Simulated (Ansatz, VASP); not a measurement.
# SiC: VASP beside Ansatz

```
Si C
1.0
     5.56765    0.00000    0.00000
     0.00000    7.67880    0.00000
     0.00000    0.00000    2.67546
Si C
6 6
Cartesian
  3.2677 4.9840 1.3377
  2.2999 2.6948 1.3377
  0.0000 3.8394 0.0000
  0.4839 6.5342 1.3377
  5.0838 1.1446 1.3377
  2.7838 0.0000 0.0000
  0.4839 2.6948 1.3377
  5.0838 4.9840 1.3377
  2.7838 3.8394 0.0000
  3.2677 1.1446 1.3377
  2.2999 6.5342 1.3377
  0.0000 0.0000 0.0000
```

Alike in both runs: task single point; functional PBE; k mesh 4 × 2 × 6; occupations gaussian, width 0.1 eV; no spin polarisation.

|  | VASP | Ansatz |
| --- | --- | --- |
| version | VASP 6.6.1 | Ansatz 0.2.0 |
| potentials or method | VASP PAW PBE potentials, release 64 (Si, C), cutoff 520 eV | scalar-relativistic, plane waves, PAW |
| valence electrons in the cell | 48 | 48 |

```tsv
	VASP	Ansatz	Ansatz less VASP
gap on the k mesh at the Fermi level (eV)	none	none	-
rms of the force components (eV/Å)	0.754	0.753	-0.0019
```

Atom by atom the forces differ by 0.007 eV/Å (rms over components). A gap of «none» marks a metal or a gap that the smearing closes.

The k mesh is coarse, so the values compare programs but aren't converged.
